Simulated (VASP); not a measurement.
InTe4: single point with PBE

InTe4:

```
CELL_PARAMETERS angstrom
-3.08446 3.08446 5.48257
3.08446 -3.08446 5.48257
3.08446 3.08446 -5.48257
ATOMIC_POSITIONS crystal
In 0.00000 0.00000 0.00000
Te 0.50000 0.50000 0.50000
Te 0.00000 0.00000 0.50000
Te 0.50000 0.00000 0.00000
Te 0.00000 0.50000 0.00000
```

```
Program             : VASP 6.6.1
Task                : single point
Functional          : PBE
Potentials or basis : VASP PAW PBE potentials, release 64 (In_d, Te)
Cutoff              : 520 eV
k mesh              : 4 × 4 × 4
Occupations         : gaussian, width 0.2 eV
Spin                : no spin polarisation
```

```yaml
Pressure: 0.3 GPa
```

Levels at points of the mesh, in eV from the Fermi level:
```tsv
k point	band 16	band 17	band 18	band 19	band 20	band 21
(0.00, 0.00, 0.00)	-1.76	-1.76	0.79	2.85	2.85	2.98
(0.50, 0.00, 0.00)	-0.88	-0.71	-0.48	0.00	0.01	1.96
(0.50, 0.50, 0.00)	-1.31	-1.24	-1.03	-0.93	-0.87	-0.83
(0.50, 0.50, 0.50)	-1.03	-0.32	0.52	1.59	2.37	2.37
```

Run time: 91 s on 1 thread of Intel(R) Xeon(R) Platinum 8375C CPU @ 2.90GHz (Ice Lake), with other jobs on the host, peak memory 0.4 GiB.

Caveat: the k points lie up to 0.36 Å⁻¹ apart; spin-orbit coupling is left out, which moves the levels of the heavy elements.
